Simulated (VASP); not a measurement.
The system is CoO.

```
Co O
1.0
    -1.50800    1.50800    2.10725
     1.50800   -1.50800    2.10725
     1.50800    1.50800   -2.10725
Co O
1 1
Cartesian
  0.0000 0.0000 0.0000
  0.0000 0.0000 2.1073
```

* Program: VASP 6.6.1
* Task: relaxation of cell and atoms
* Functional: PBE
* Potentials or basis: VASP PAW PBE potentials, release 64 (Co, O)
* Cutoff: 600 eV
* k mesh: 12 × 12 × 12
* Occupations: fermi-dirac, width 0.05 eV
* Spin: collinear spin, ferromagnetic start
* Starting moments: [2.0, 0.0] μB
* Hubbard terms: Co d U = 1.0 eV

At the start: pressure 0.5 GPa; volume 9.58 Å³/atom.

**Question.** How do energy, volume and symmetry change on relaxing?

**Answer.** Over 4 steps the energy falls by 9.5 meV/atom and the volume is 9.69 Å³/atom (+1.1 %); space group I4/mmm (No. 139, to 0.05 Å); moment 2.99 μB per cell.

Step by step:
```tsv
step	energy change (eV)	largest force (eV/Å)	pressure (GPa)	volume (Å³)
1	0.0000	0.0000	0.53	19.17
2	-0.0112	0.0000	-0.06	19.25
3	-0.0186	0.0000	-0.31	19.36
4	-0.0191	0.0000	-0.04	19.39
```

Final structure:
```
CELL_PARAMETERS angstrom
-1.54445 1.54445 2.03201
1.54445 -1.54445 2.03201
1.54445 1.54445 -2.03201
ATOMIC_POSITIONS crystal
Co 0.00000 0.00000 0.00000
O 0.50000 0.50000 0.00000
```

Caveat: a cell with one magnetic atom can't hold antiferromagnetic order, which such compounds often take.
